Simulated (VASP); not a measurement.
# C (Fd-3m) in VASP: a series of runs

C is run at these levels: PBE-based screened hybrid with 25 % exact exchange; tasks: single point.

All numbers are computed with VASP 6.6.1; they aren't measurements. Logs are shortened: lines on timing, memory, paths and dates and some standing lists are left out, and cuts for length are marked.

### 1 The cell of the first run

Symmetry: Fd-3m, No. 227, cubic system. Conventional cell: a = 3.567 Å, b = 3.567 Å, c = 3.567 Å, α = 90.00°, β = 90.00°, γ = 90.00°. Within 2.1 Å of C (site symmetry -43m) lie 4 C at 1.54 Å.

### 2 Single point, PBE-based screened hybrid with 25 % exact exchange

File POSCAR:

```
C
1.0
    0.0000000000      1.7833700000      1.7833700000
    1.7833700000      0.0000000000      1.7833700000
    1.7833700000      1.7833700000      0.0000000000
C
2
Direct
    0.7500000000      0.7500000000      0.7500000000
    0.5000000000      0.5000000000      0.5000000000
```

File INCAR.step1:

```
SYSTEM = C
PREC = Accurate ; ENCUT = 520
EDIFF = 1E-5 ; ISMEAR = -1
SIGMA = 0.05 ; LREAL = .False.
LASPH = .True. ; NELM = 60
ALGO = Normal ; ISIF = 2
LWAVE = .True. ; GGA = PE
NBANDS = 11
```

File INCAR.step2:

```
SYSTEM = C
PREC = Accurate ; ENCUT = 520
EDIFF = 1E-6 ; ISMEAR = -1
SIGMA = 0.05 ; LREAL = .False.
LASPH = .True. ; NELM = 60
ALGO = Normal ; ISIF = 2
LWAVE = .False. ; LCHARG = .True.
GGA = PE ; LHFCALC = .True.
AEXX = 0.25 ; HFSCREEN = 0.2
PRECFOCK = Normal ; LELF = .True.
LVHAR = .True. ; ISTART = 1
NBANDS = 11
```

File KPOINTS:

```
Automatic mesh
0
Gamma
  7 7 7
  0 0 0
```

Potentials or basis: VASP PAW PBE potentials, release 64 (C).

Run with:

```sh
> cat potpaw_PBE.64/C/POTCAR > POTCAR
> cp INCAR.step1 INCAR
> mpirun -np 1 vasp_std > vasp.out
> cp INCAR.step2 INCAR
> mpirun -np 1 vasp_std > vasp.out
```

OUTCAR:

```text
SYSTEM = C
   PREC = Accurate
   ENCUT = 520
   EDIFF = 1E-6
   ISMEAR = -1
   LREAL = .False.
   LASPH = .True.
   NELM = 60
   ISIF = 2
   GGA = PE
   LHFCALC = .True.
   AEXX = 0.25
   HFSCREEN = 0.2
   PRECFOCK = Normal
   ISTART = 1

 ion  position               nearest neighbor table
   1  0.750  0.750  0.750-   2 1.54   2 1.54   2 1.54   2 1.54
   2  0.500  0.500  0.500-   1 1.54   1 1.54   1 1.54   1 1.54

  LATTYP: Found a face centered cubic cell.
 ALAT       =     3.5667400000

  Lattice vectors:

 A1 = (   0.0000000000,   1.7833700000,   1.7833700000)
 A2 = (   1.7833700000,   0.0000000000,   1.7833700000)
 A3 = (   1.7833700000,   1.7833700000,   0.0000000000)

Analysis of symmetry for initial positions (statically):
=====================================================================
 Subroutine PRICEL returns:
 Original cell was already a primitive cell.

 Routine SETGRP: Setting up the symmetry group for a
 face centered cubic supercell.

 Subroutine GETGRP returns: Found 48 space group operations
 (whereof 24 operations were pure point group operations)
 out of a pool of 48 trial point group operations.

The static configuration has the point symmetry T_d .
 The point group associated with its full space group is O_h .

Analysis of symmetry for dynamics (positions and initial velocities):
=====================================================================
 Subroutine PRICEL returns:
 Original cell was already a primitive cell.

 Routine SETGRP: Setting up the symmetry group for a
 face centered cubic supercell.

 Subroutine GETGRP returns: Found 48 space group operations
 (whereof 24 operations were pure point group operations)
 out of a pool of 48 trial point group operations.

The dynamic configuration has the point symmetry T_d .
 The point group associated with its full space group is O_h .

 Subroutine INISYM returns: Found 48 space group operations
 (whereof 24 operations are pure point group operations),
 and found     1 'primitive' translations

----------------------------------------------------------------------------------------

                                     Primitive cell

  volume of cell :      11.3437

  direct lattice vectors                    reciprocal lattice vectors
     0.000000000  1.783370000  1.783370000    -0.280368067  0.280368067  0.280368067
     1.783370000  0.000000000  1.783370000     0.280368067 -0.280368067  0.280368067
     1.783370000  1.783370000  0.000000000     0.280368067  0.280368067 -0.280368067

  length of vectors
     2.522066041  2.522066041  2.522066041     0.485611737  0.485611737  0.485611737

  position of ions in fractional coordinates (direct lattice)
     0.750000000  0.750000000  0.750000000
     0.500000000  0.500000000  0.500000000

  ion indices of the primitive-cell ions
   primitive index   ion index
                 1           1
                 2           2

----------------------------------------------------------------------------------------

 KPOINTS: Automatic mesh

Automatic generation of k-mesh.
 Grid dimensions read from file:
 generate k-points for:    7    7    7

 Generating k-lattice:

  Cartesian coordinates                     Fractional coordinates (reciprocal lattice)
    -0.040052581  0.040052581  0.040052581     0.142857143  0.000000000  0.000000000
     0.040052581 -0.040052581  0.040052581     0.000000000  0.142857143  0.000000000
     0.040052581  0.040052581 -0.040052581     0.000000000  0.000000000  0.142857143

  Length of vectors
     0.069373105  0.069373105  0.069373105

  Shift w.r.t. Gamma in fractional coordinates (k-lattice)
     0.000000000  0.000000000  0.000000000

 Subroutine IBZKPT returns following result:
 ===========================================

 Found     20 irreducible k-points:

 Following reciprocal coordinates:
            Coordinates               Weight
  0.000000  0.000000  0.000000      1.000000
  0.142857  0.000000  0.000000      8.000000
  0.285714  0.000000  0.000000      8.000000
  0.428571  0.000000  0.000000      8.000000
  0.142857  0.142857  0.000000      6.000000
  0.285714  0.142857  0.000000     24.000000
[... 12 lines left out ...]
 -0.428571  0.428571  0.142857     24.000000
 -0.285714  0.428571  0.142857     24.000000
   k-points           NKPTS =     20   k-points in BZ     NKDIM =    343   number of bands    NBANDS=     11
   number of dos      NEDOS =    301   number of ions     NIONS =      2
   total plane-waves  NPLWV =   8000
   dimension x,y,z NGX =    20 NGY =   20 NGZ =   20
   dimension x,y,z NGXF=    40 NGYF=   40 NGZF=   40
   ions per type =               2
   NGX,Y,Z   is equivalent  to a cutoff of  13.18, 13.18, 13.18 a.u.
   NGXF,Y,Z  is equivalent  to a cutoff of  26.37, 26.37, 26.37 a.u.
 SYSTEM =  C
   PREC   = accura    normal or accurate (medium, high low for compatibility)
   ISTART =      1    job   : 0-new  1-cont  2-samecut
   ICHARG =      0    charge: 1-file 2-atom 10-const
   ISPIN  =      1    spin polarized calculation?
   LNONCOLLINEAR =      F non collinear calculations
   LSORBIT =      F    spin-orbit coupling
   LASPH  =      T    aspherical Exc in radial PAW
   ENCUT  =  520.0 eV  38.22 Ry    6.18 a.u.   4.69  4.69  4.69*2*pi/ulx,y,z
   NELM   =     60;   NELMIN=  2; NELMDL=  0     # of ELM steps
   EDIFF  = 0.1E-05   stopping-criterion for ELM
   LREAL  =      F    real-space projection
   EDIFFG = 0.1E-04   stopping-criterion for IOM
   NSW    =      0    number of steps for IOM
   IBRION =     -1    ionic relax: 0-MD 1-quasi-New 2-CG
   NFREE  =      0    steps in history (QN), initial steepest desc. (CG)
   ISIF   =      2    stress and relaxation
   ISYM   =      3    0-nonsym 1-usesym 2-fastsym
   POTIM  = 0.5000    time-step for ionic-motion
   TEBEG  =    0.0;   TEEND  =   0.0 temperature during run
   PSTRESS=    0.0 pullay stress
   NELECT =       8.0000    total number of electrons
   NUPDOWN=      -1.0000    fix difference up-down
   EMIN   =  10.00;   EMAX   =-10.00  energy-range for DOS
   EFERMI =   0.00;   METHOD = LEGACY
   ISMEAR =    -1;   SIGMA  =   0.05  broadening in eV -4-tet -1-fermi 0-gaus
   EFERMI_NEDOS =   21; number of points for ismear=-14 and -15
   IALGO  =     38    algorithm
   IMIX   =      1    mixing-type and parameters
     AMIX     =   0.40;   BMIX     =  1.00
     AMIX_MAG =   1.60;   BMIX_MAG =  1.00
  volume/ion in A,a.u.               =       5.67        38.28
  Fermi-wavevector in a.u.,A,eV,Ry     =   1.457203  2.753714 28.891161  2.123440
  Thomas-Fermi vector in A             =   2.574032
   LORBIT       =      0    0 simple, 1 ext, 2 COOP (PROOUT), +10 PAW based schemes
   GGA     = PE    functional components
   LHFCALC =     T    Hartree Fock is set to
   PRECFOCK=normal    Normal, Fast or Accurate (Low or Medium for compatibility)
   ENCUT4O =  -1.0   cutoff for four orbital integrals eV
   NKREDX  =     1    reduce k-point grid by
   NKREDY  =     1    reduce k-point grid by
   NKREDZ  =     1    reduce k-point grid by
   AEXX    =    0.2500 exact exchange contribution
   HFSCREEN=    0.2000 screening length (either q_TF or 0.3 A-1)
   HFSCREENC=   0.2000 screening length for correlation (either q_TF or 0.3 A-1)
   ENCUTFOCK=  -1.0 apply spherical cutoff to Coloumb kernel
   IVDW    =     0    specifies the selected vdW correction
   LEPSILON=     F    determine dielectric tensor
   LRPA    =     F    only Hartree local field effects (RPA)
 non-spin polarized calculation
  energy-cutoff  :      520.00
  volume of cell :       11.34
 maximum number of plane-waves:       314
  NGX = 16; NGY = 16; NGZ = 16

 number of electron       7.9999999 magnetization

 Free energy of the ion-electron system (eV)
  ---------------------------------------------------
  ext. energy  EPLUGINS =         0.00000000
  ---------------------------------------------------
  free energy    TOTEN  =       -21.08576030 eV

  energy without entropy =      -21.08576030  energy(sigma->0) =      -21.08576030

 E-fermi :  10.1369     XC(G=0): -10.8096

 val. band max:        9.1013106144   @ k =   0.0000   0.0000   0.0000
 cond. band min:      14.5245656117   @ k =   0.4286   0.4286   0.0000
 fundamental gap:      5.4232549973
 Fermi energy:        10.1369280603

 k-point     1 :       0.0000    0.0000    0.0000
  band No.  band energies     occupation
      1     -14.4401      2.00000
      2       9.1013      2.00000
      3       9.1013      2.00000
      4       9.1013      2.00000
      5      16.0948      0.00000
      6      16.0948      0.00000
      7      16.0948      0.00000
      8      24.3881      0.00000
      9      29.9690      0.00000
     10      37.4240      0.00000
     11      37.4240      0.00000

 k-point     2 :       0.1429    0.0000    0.0000
  band No.  band energies     occupation
      1     -13.8296      2.00000
      2       5.8746      2.00000
      3       8.2379      2.00000
      4       8.2379      2.00000
      5      17.2386      0.00000
      6      17.2386      0.00000
      7      17.6621      0.00000
      8      24.9067      0.00000
      9      30.8817      0.00000
     10      33.9114      0.00000
     11      33.9114      0.00000

 k-point     3 :       0.2857    0.0000    0.0000
  band No.  band energies     occupation
      1     -12.0239      2.00000
      2       0.5482      2.00000
      3       6.9105      2.00000
      4       6.9105      2.00000
      5      18.7415      0.00000
      6      18.7415      0.00000
      7      18.9663      0.00000
      8      26.0682      0.00000
      9      31.7047      0.00000
     10      33.4081      0.00000
     11      33.4081      0.00000
[... 211 lines left out ...]
 k-point    19 :      -0.4286    0.4286    0.1429
  band No.  band energies     occupation
      1      -6.7095      2.00000
      2      -2.3995      2.00000
      3       0.8685      2.00000
      4       1.5988      2.00000
      5      17.4812      0.00000
      6      18.7029      0.00000
      7      24.8510      0.00000
      8      27.1532      0.00000
      9      32.4167      0.00000
     10      33.9227      0.00000
     11      41.0537      0.00000

 k-point    20 :      -0.2857    0.4286    0.1429
  band No.  band energies     occupation
      1      -5.2843      2.00000
      2      -3.4311      2.00000
      3      -0.8326      2.00000
      4       1.9292      2.00000
      5      18.6699      0.00000
      6      22.5608      0.00000
      7      23.9088      0.00000
      8      24.7335      0.00000
      9      30.4368      0.00000
     10      34.2882      0.00000
     11      38.9505      0.00000

------------------------ aborting loop because EDIFF is reached ----------------------------------------

  FORCE on cell =-STRESS in cart. coord.  units (eV):
  Direction    XX          YY          ZZ          XY          YZ          ZX
  --------------------------------------------------------------------------------------
  -------------------------------------------------------------------------------------
  Total       -0.5185889     -0.5185889     -0.5185889     -0.0000000     -0.0000000      0.0000000
  in kB      -73.2452432    -73.2452432    -73.2452432     -0.0000000     -0.0000000      0.0000000
  external PRESSURE =     -73.2452432 kB  Pullay stress =       0.0000000 kB

 VOLUME and BASIS-vectors are now :
 -----------------------------------------------------------------------------
  energy-cutoff  :      520.00
  volume of cell :       11.34
      direct lattice vectors                 reciprocal lattice vectors
     0.000000000  1.783370000  1.783370000    -0.280368067  0.280368067  0.280368067
     1.783370000  0.000000000  1.783370000     0.280368067 -0.280368067  0.280368067
     1.783370000  1.783370000  0.000000000     0.280368067  0.280368067 -0.280368067

 POSITION                                       TOTAL-FORCE (eV/Angst)
 -----------------------------------------------------------------------------------
      2.67505      2.67505      2.67505         0.000000      0.000000      0.000000
      1.78337      1.78337      1.78337        -0.000000     -0.000000     -0.000000
 -----------------------------------------------------------------------------------
    total drift:                                0.000000     -0.000000      0.000000

  FREE ENERGIE OF THE ION-ELECTRON SYSTEM (eV)
  ---------------------------------------------------
  free  energy   TOTEN  =       -21.0857603005 eV

  energy  without entropy=      -21.0857603004  energy(sigma->0) =      -21.08576030
```

Wall time 3.7 min (1 thread of Intel Xeon Platinum 8488C (Sapphire Rapids), shared host); peak memory 0.22 GiB.

Results:

| Property | Result |
| --- | --- |
| Free energy | -21.0858 eV |
| Pressure | -7.3 GPa |
| Band gap on the k mesh | 5.42 eV (least direct gap 6.99 eV) |

Caveat: the k points lie up to 0.44 Å⁻¹ apart; the PAW data sets were made with another functional, which shifts forces and pressure a little; an odd mesh through Γ misses points on the zone boundary, where band edges can lie.

(Part 1 of 2 ends here.)
